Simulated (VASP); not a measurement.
A run of VASP 6.6.1 is set up as follows.

INCAR

```
SYSTEM = In2Bi
  PREC = Accurate
  ENCUT = 600
  EDIFF = 1E-6
  ISMEAR = 0
  SIGMA = 0.1
  LREAL = .False.
  LASPH = .True.
  NELM = 60
  ALGO = Fast
  ISIF = 3
  LWAVE = .False.
  LCHARG = .False.
  IBRION = 2
  NSW = 70
  EDIFFG = -0.005
```

The input KPOINTS:

```
Automatic mesh
0
Gamma
  9 9 12
  0 0 0
```

File POSCAR:

```
In2Bi
1.0
    5.6064426785      0.0000000000      0.0000000000
   -2.8032213392      4.8553217845      0.0000000000
    0.0000000000      0.0000000000      3.2984041776
In Bi
2 1
Direct
    0.0000000000      0.0000000000      0.5000000000
    0.3333333333      0.6666666667      0.0000000000
    0.6666666667      0.3333333333      0.5000000000
```

Potentials or basis: VASP PAW LDA potentials, release 64 (In_d, Bi_d).

Launch:

```bash
$ cat potpaw_LDA.64/In_d/POTCAR potpaw_LDA.64/Bi_d/POTCAR > POTCAR
$ mpirun -np 1 vasp_std > vasp.out
```

**Question.** Estimate the band gap on the k mesh.

**Answer.** Zero (an odd number of electrons rules out a gap without spin polarisation).

**Question.** Predict the relaxed volume.

**Answer.** 27.18 Å³/atom.

**Question.** Estimate the relaxed cell.

**Answer.** a = 5.433 Å, b = 5.433 Å, c = 3.189 Å, α = 90.00°, β = 90.00°, γ = 120.00°.

**Question.** Estimate the space group after relaxing (to 0.1 Å).

**Answer.** P-6m2 (No. 187).

Final structure:
```xyz
3
Lattice="5.4332 0.0000 0.0000 -2.7166 4.7053 0.0000 0.0000 0.0000 3.1894" Properties=species:S:1:pos:R:3 pbc="T T T"
In    0.0000    0.0000    1.5947
In    0.0000    3.1369    0.0000
Bi    2.7166    1.5684    1.5947
```

Caveat: spin-orbit coupling is left out, which moves the levels of the heavy elements.
